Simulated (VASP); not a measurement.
Set up this calculation in VASP 6.6.1, as the native input.

```yaml
Task: single point
Functional: PBEsol
Potentials_or_basis: VASP PAW PBE potentials, release 64 (Ta_pv, Cu)
Cutoff: 520 eV
k_mesh: 9 × 9 × 9
Occupations: fermi-dirac, width 0.05 eV
Spin: no spin polarisation
Dipole_correction: no
Further_INCAR_settings: ALGO = Fast; EDIFF = 1e-06; NBANDS = 30
```

The structure of Ta3Cu lies in POSCAR:

```
Ta3Cu
1.0
   -1.9386066230      1.9386066230      3.9930097097
    1.9386066230     -1.9386066230      3.9930097097
    1.9386066230      1.9386066230     -3.9930097097
Ta Cu
3 1
Direct
    0.5000000000      0.5000000000      0.0000000000
    0.2500000000      0.7500000000      0.5000000000
    0.7500000000      0.2500000000      0.5000000000
    0.0000000000      0.0000000000      0.0000000000
```

The input as run:

INCAR

```
PREC = Accurate
ENCUT = 520
EDIFF = 1E-6
ISMEAR = -1
SIGMA = 0.05
LREAL = False
LASPH = True
NELM = 100
ALGO = Fast
ISIF = 2
LWAVE = False
LCHARG = False
GGA = PS
NBANDS = 30
```

KPOINTS

```
Automatic mesh
0
Gamma
  9 9 9
```

Potentials or basis: VASP PAW PBE potentials, release 64 (Ta_pv, Cu).

Launch:

```bash
$ cat potpaw_PBE.64/Ta_pv/POTCAR potpaw_PBE.64/Cu/POTCAR > POTCAR
$ mpirun -np 1 vasp_std > vasp.out
```

It gave:

```json
{
 "Pressure": "20.5 GPa",
 "Band gap on the k mesh": "zero (band 22 reaches 8.07 eV, above the bottom of band 23 at 6.44 eV)"
}
```

Caveat: the PAW data sets were made with another functional, which shifts forces and pressure a little; spin-orbit coupling is left out, which moves the levels of the heavy elements.

Run time: 3 min on 1 thread of AMD EPYC 9R45 96-Core Processor (Zen 5), on a shared host, peak memory 0.26 GiB.
